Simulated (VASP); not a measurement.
# AlRu (P4mm) in VASP: single point with PBE

Aim: the single point of AlRu with PBE.

Everything below comes from runs of VASP 6.6.1. Logs are shortened: lines on timing, memory, paths and dates and some standing lists are left out, and cuts for length are marked.

## (1) The cell of the first run

The structure is tetragonal, space group P4mm (No. 99). Conventional cell: a = 3.004 Å, b = 3.004 Å, c = 9.262 Å, α = 90.00°, β = 90.00°, γ = 90.00°. Al (site symmetry 4mm) has 8 Ru at 2.60 Å and 6 Al at 3.00 to 3.25 Å within 3.4 Å. Al (site symmetry 4mm) has 8 Ru at 2.60 Å and 6 Al at 3.00 Å within 3.4 Å. Al (site symmetry 4mm) has 8 Ru at 2.60 to 2.75 Å and 6 Al at 3.00 to 3.25 Å within 3.4 Å. Ru (site symmetry 4mm) has 8 Al at 2.60 to 2.75 Å and 6 Ru at 3.00 to 3.25 Å within 3.4 Å. Ru (site symmetry 4mm) has 8 Al at 2.60 Å and 6 Ru at 3.00 Å within 3.4 Å. Within 3.4 Å of Ru (site symmetry 4mm) lie 8 Al at 2.60 Å and 6 Ru at 3.00 to 3.25 Å.

## (2) Single point, PBE (the distance across one plane changed)

The input, INCAR:

```
SYSTEM = AlRu
PREC = Accurate
ENCUT = 520
EDIFF = 1E-6
ISMEAR = 0
SIGMA = 0.15
LREAL = .False.
LASPH = .True.
NELM = 80
ALGO = Fast
ISIF = 2
LWAVE = .False.
LCHARG = .False.
GGA = PE
NBANDS = 34
```

The input, KPOINTS:

```
Automatic mesh
0
Gamma
  20 20 7
  0 0 0
```

The input, POSCAR:

```
AlRu
1.0
    0.0000000000     -3.0040847246      0.0000000000
    0.0000000000      0.0000000000     -3.0040847246
    9.2622541738      0.0000000000      0.0000000000
Al Ru
3 3
Direct
    0.0000000000      0.0000000000      0.2432359658
    0.0000000000      0.0000000000      0.5675722092
    0.0000000000      0.0000000000      0.8919084527
    0.5000000000      0.5000000000      0.0810678441
    0.5000000000      0.5000000000      0.4054040875
    0.5000000000      0.5000000000      0.7297403309
```

Potentials or basis: VASP PAW PBE potentials, release 64 (Al, Ru_pv).

On the command line:

```
cat potpaw_PBE.64/Al/POTCAR potpaw_PBE.64/Ru_pv/POTCAR > POTCAR
mpirun -np 1 vasp_std > vasp.out
```

OUTCAR:

```text
SYSTEM = AlRu
   PREC = Accurate
   ENCUT = 520
   EDIFF = 1E-6
   ISMEAR = 0
   LREAL = .False.
   LASPH = .True.
   NELM = 80
   ISIF = 2
   GGA = PE

 ion  position               nearest neighbor table
   1  0.000  0.000  0.243-   4 2.60   4 2.60   4 2.60   4 2.60   5 2.60   5 2.60   5 2.60   5 2.60
                             2 3.00   3 3.25
   2  0.000  0.000  0.568-   5 2.60   6 2.60   5 2.60   6 2.60   5 2.60   6 2.60   5 2.60   6 2.60
                             1 3.00   3 3.00
   3  0.000  0.000  0.892-   6 2.60   6 2.60   6 2.60   6 2.60   4 2.75   4 2.75   4 2.75   4 2.75
                             2 3.00   1 3.25
   4  0.500  0.500  0.081-   1 2.60   1 2.60   1 2.60   1 2.60   3 2.75   3 2.75   3 2.75   3 2.75
                             5 3.00   6 3.25
   5  0.500  0.500  0.405-   2 2.60   2 2.60   2 2.60   2 2.60   1 2.60   1 2.60   1 2.60   1 2.60
                             6 3.00   4 3.00
   6  0.500  0.500  0.730-   2 2.60   2 2.60   2 2.60   2 2.60   3 2.60   3 2.60   3 2.60   3 2.60
                             5 3.00   4 3.25

  LATTYP: Found a simple tetragonal cell.
 ALAT       =     3.0040847246
 C/A-ratio  =     3.0832200230

  Lattice vectors:

 A1 = (   0.0000000000,  -3.0040847246,   0.0000000000)
 A2 = (   0.0000000000,   0.0000000000,  -3.0040847246)
 A3 = (   9.2622541738,   0.0000000000,   0.0000000000)

Analysis of symmetry for initial positions (statically):
=====================================================================
 Subroutine PRICEL returns:
 Original cell was already a primitive cell.

 Routine SETGRP: Setting up the symmetry group for a
 simple tetragonal supercell.

 Subroutine GETGRP returns: Found  8 space group operations
 (whereof  8 operations were pure point group operations)
 out of a pool of 16 trial point group operations.

The static configuration has the point symmetry C_4v.

Analysis of symmetry for dynamics (positions and initial velocities):
=====================================================================
 Subroutine PRICEL returns:
 Original cell was already a primitive cell.

 Routine SETGRP: Setting up the symmetry group for a
 simple tetragonal supercell.

 Subroutine GETGRP returns: Found  8 space group operations
 (whereof  8 operations were pure point group operations)
 out of a pool of 16 trial point group operations.

The dynamic configuration has the point symmetry C_4v.

 Subroutine INISYM returns: Found  8 space group operations
 (whereof  8 operations are pure point group operations),
 and found     1 'primitive' translations

----------------------------------------------------------------------------------------

                                     Primitive cell

  volume of cell :      83.5874

  direct lattice vectors                    reciprocal lattice vectors
     0.000000000 -3.004084725  0.000000000     0.000000000 -0.332880092  0.000000000
     0.000000000  0.000000000 -3.004084725     0.000000000  0.000000000 -0.332880092
     9.262254174  0.000000000  0.000000000     0.107965079  0.000000000  0.000000000

  length of vectors
     3.004084725  3.004084725  9.262254174     0.332880092  0.332880092  0.107965079

  position of ions in fractional coordinates (direct lattice)
     0.000000000  0.000000000  0.243235966
     0.000000000  0.000000000  0.567572209
     0.000000000  0.000000000  0.891908453
     0.500000000  0.500000000  0.081067844
     0.500000000  0.500000000  0.405404088
     0.500000000  0.500000000  0.729740331

  ion indices of the primitive-cell ions
   primitive index   ion index
                 1           1
                 2           2
                 3           3
                 4           4
                 5           5
                 6           6

----------------------------------------------------------------------------------------

 KPOINTS: Automatic mesh

Automatic generation of k-mesh.
 Grid dimensions read from file:
 generate k-points for:   20   20    7

 Generating k-lattice:

  Cartesian coordinates                     Fractional coordinates (reciprocal lattice)
     0.000000000 -0.016644005  0.000000000     0.050000000  0.000000000  0.000000000
     0.000000000  0.000000000 -0.016644005     0.000000000  0.050000000  0.000000000
     0.015423583  0.000000000  0.000000000     0.000000000  0.000000000  0.142857143

  Length of vectors
     0.016644005  0.016644005  0.015423583

  Shift w.r.t. Gamma in fractional coordinates (k-lattice)
     0.000000000  0.000000000  0.000000000

 Subroutine IBZKPT returns following result:
 ===========================================

 Found    264 irreducible k-points:

 Following reciprocal coordinates:
            Coordinates               Weight
  0.000000  0.000000  0.000000      1.000000
  0.050000  0.000000  0.000000      4.000000
  0.100000  0.000000  0.000000      4.000000
  0.150000  0.000000  0.000000      4.000000
  0.200000  0.000000  0.000000      4.000000
  0.250000  0.000000  0.000000      4.000000
[... 16 lines left out ...]
  0.150000  0.100000  0.000000      8.000000
  0.200000  0.100000  0.000000      8.000000
 [... further k-points ...]
   k-points           NKPTS =    264   k-points in BZ     NKDIM =    264   number of bands    NBANDS=     34
   number of dos      NEDOS =    301   number of ions     NIONS =      6
   total plane-waves  NPLWV =  40320
   dimension x,y,z NGX =    24 NGY =   24 NGZ =   70
   dimension x,y,z NGXF=    48 NGYF=   48 NGZF=  140
   ions per type =               3   3
   NGX,Y,Z   is equivalent  to a cutoff of  13.28, 13.28, 12.56 a.u.
   NGXF,Y,Z  is equivalent  to a cutoff of  26.56, 26.56, 25.13 a.u.
 SYSTEM =  AlRu
   PREC   = accura    normal or accurate (medium, high low for compatibility)
   ISTART =      0    job   : 0-new  1-cont  2-samecut
   ICHARG =      2    charge: 1-file 2-atom 10-const
   ISPIN  =      1    spin polarized calculation?
   LNONCOLLINEAR =      F non collinear calculations
   LSORBIT =      F    spin-orbit coupling
   LASPH  =      T    aspherical Exc in radial PAW
   ENCUT  =  520.0 eV  38.22 Ry    6.18 a.u.   5.59  5.59 17.22*2*pi/ulx,y,z
   NELM   =     80;   NELMIN=  2; NELMDL= -5     # of ELM steps
   EDIFF  = 0.1E-05   stopping-criterion for ELM
   LREAL  =      F    real-space projection
   EDIFFG = 0.1E-04   stopping-criterion for IOM
   NSW    =      0    number of steps for IOM
   IBRION =     -1    ionic relax: 0-MD 1-quasi-New 2-CG
   NFREE  =      0    steps in history (QN), initial steepest desc. (CG)
   ISIF   =      2    stress and relaxation
   ISYM   =      2    0-nonsym 1-usesym 2-fastsym
   POTIM  = 0.5000    time-step for ionic-motion
   TEBEG  =    0.0;   TEEND  =   0.0 temperature during run
   PSTRESS=    0.0 pullay stress
   NELECT =      51.0000    total number of electrons
   NUPDOWN=      -1.0000    fix difference up-down
   EMIN   =  10.00;   EMAX   =-10.00  energy-range for DOS
   EFERMI =   0.00;   METHOD = LEGACY
   ISMEAR =     0;   SIGMA  =   0.15  broadening in eV -4-tet -1-fermi 0-gaus
   EFERMI_NEDOS =   21; number of points for ismear=-14 and -15
   IALGO  =     68    algorithm
   IMIX   =      4    mixing-type and parameters
     AMIX     =   0.40;   BMIX     =  1.00
     AMIX_MAG =   1.60;   BMIX_MAG =  1.00
  volume/ion in A,a.u.               =      13.93        94.01
  Fermi-wavevector in a.u.,A,eV,Ry     =   1.388517  2.623917 26.231754  1.927980
  Thomas-Fermi vector in A             =   2.512636
   LORBIT       =      0    0 simple, 1 ext, 2 COOP (PROOUT), +10 PAW based schemes
   GGA     = PE    functional components
   LHFCALC =     F    Hartree Fock is set to
   AEXX    =    0.0000 exact exchange contribution
   IVDW    =     0    specifies the selected vdW correction
   LEPSILON=     F    determine dielectric tensor
   LRPA    =     F    only Hartree local field effects (RPA)
 non-spin polarized calculation
 RMM-DIIS sequential band-by-band and
 Gauss-broadening in eV      SIGMA  =   0.15
  energy-cutoff  :      520.00
  volume of cell :       83.59
 maximum number of plane-waves:      2278
 NGX is ok and might be reduce to    24
   NGX = 11   NGY = 11   NGZ = 35

 number of electron      50.9999994 magnetization

 Free energy of the ion-electron system (eV)
  ---------------------------------------------------
  ext. energy  EPLUGINS =         0.00000000
  ---------------------------------------------------
  free energy    TOTEN  =       -42.62484436 eV

  energy without entropy =      -42.56553898  energy(sigma->0) =      -42.59519167

 E-fermi :  10.1815     XC(G=0): -12.3591

 val. band max:       10.1803889778   @ k =   0.0500   0.0000   0.1429
 cond. band min:      10.1818029105   @ k =   0.4000   0.3500   0.2857
 fundamental gap:      0.0014139327
 Fermi energy:        10.1815295593

 k-point     1 :       0.0000    0.0000    0.0000
  band No.  band energies     occupation
      1     -31.7586      2.00000
      2     -31.7064      2.00000
      3     -31.6109      2.00000
      4     -31.5874      2.00000
      5     -31.5874      2.00000
      6     -31.5705      2.00000
[... 26 lines left out ...]
     33      18.2668      0.00000
     34      18.4478      0.00000

 k-point     2 :       0.0500    0.0000    0.0000
  band No.  band energies     occupation
      1     -31.7580      2.00000
      2     -31.7059      2.00000
      3     -31.6105      2.00000
      4     -31.5923      2.00000
      5     -31.5870      2.00000
      6     -31.5751      2.00000
[... 26 lines left out ...]
     33      18.0717      0.00000
     34      18.1977      0.00000

 k-point     3 :       0.1000    0.0000    0.0000
  band No.  band energies     occupation
      1     -31.7564      2.00000
      2     -31.7043      2.00000
      3     -31.6093      2.00000
      4     -31.6064      2.00000
      5     -31.5887      2.00000
      6     -31.5858      2.00000
[... 26 lines left out ...]
     33      17.5041      0.00000
     34      17.6928      0.00000
[... 704 lines left out ...]
 k-point    23 :       0.1500    0.1000    0.0000
  band No.  band energies     occupation
      1     -31.7517      2.00000
      2     -31.6999      2.00000
      3     -31.6266      2.00000
      4     -31.6081      2.00000
      5     -31.6059      2.00000
      6     -31.6053      2.00000
[... 26 lines left out ...]
     33      17.0206      0.00000
     34      17.2341      0.00000

 k-point    24 :       0.2000    0.1000    0.0000
  band No.  band energies     occupation
      1     -31.7485      2.00000
      2     -31.6969      2.00000
      3     -31.6541      2.00000
      4     -31.6346      2.00000
      5     -31.6326      2.00000
      6     -31.6033      2.00000
[... 26 lines left out ...]
     33      16.5896      0.00000
     34      17.3469      0.00000

 [... further k-points ...]

------------------------ aborting loop because EDIFF is reached ----------------------------------------

  FORCE on cell =-STRESS in cart. coord.  units (eV):
  Direction    XX          YY          ZZ          XY          YZ          ZX
  --------------------------------------------------------------------------------------
  -------------------------------------------------------------------------------------
  Total       -3.6694162     -1.5738078     -1.5738078      0.0000000      0.0000000     -0.0000000
  in kB      -70.3341920    -30.1662440    -30.1662440      0.0000000      0.0000000     -0.0000000
  external PRESSURE =     -43.5555600 kB  Pullay stress =       0.0000000 kB

 VOLUME and BASIS-vectors are now :
 -----------------------------------------------------------------------------
  energy-cutoff  :      520.00
  volume of cell :       83.59
      direct lattice vectors                 reciprocal lattice vectors
     0.000000000 -3.004084725  0.000000000     0.000000000 -0.332880092  0.000000000
     0.000000000  0.000000000 -3.004084725     0.000000000  0.000000000 -0.332880092
     9.262254174  0.000000000  0.000000000     0.107965079  0.000000000  0.000000000

 POSITION                                       TOTAL-FORCE (eV/Angst)
 -----------------------------------------------------------------------------------
      2.25291      0.00000      0.00000        -0.128561      0.000000      0.000000
      5.25700      0.00000      0.00000         0.031769      0.000000      0.000000
      8.26108      0.00000      0.00000         0.793891      0.000000      0.000000
      0.75087     -1.50204     -1.50204        -1.051764      0.000000     -0.000000
      3.75496     -1.50204     -1.50204        -0.058858      0.000000     -0.000000
      6.75904     -1.50204     -1.50204         0.413522      0.000000      0.000000
 -----------------------------------------------------------------------------------
    total drift:                               -0.000064     -0.000000      0.000000

  FREE ENERGIE OF THE ION-ELECTRON SYSTEM (eV)
  ---------------------------------------------------
  free  energy   TOTEN  =       -42.6248443630 eV

  energy  without entropy=      -42.5655389815  energy(sigma->0) =      -42.59519167
```

Wall time 11 min (1 thread of Intel Xeon Platinum 8488C (Sapphire Rapids), shared host); peak memory 0.63 GiB.

What came out:

- Free energy: -42.6248 eV
- Pressure: -4.4 GPa
- Largest force: 1.052 eV/Å
- Band gap on the k mesh: zero (an odd number of electrons rules out a gap without spin polarisation)

Forces on the atoms (eV/Å):
```
Al  -0.129  0.000  0.000
Al   0.032  0.000  0.000
Al   0.794  0.000  0.000
Ru  -1.052  0.000  0.000
Ru  -0.059  0.000  0.000
Ru   0.414  0.000  0.000
```

Stress tensor (GPa, compression positive):
```
-7.03  0.00  0.00
 0.00 -3.02  0.00
 0.00  0.00 -3.02
```

Caveat: the cell differs from its parent crystal (the distance across one plane changed); the cell stands under tension; forces of over 1 eV/Å act on the atoms, so gaps and moduli don't describe the material at rest.
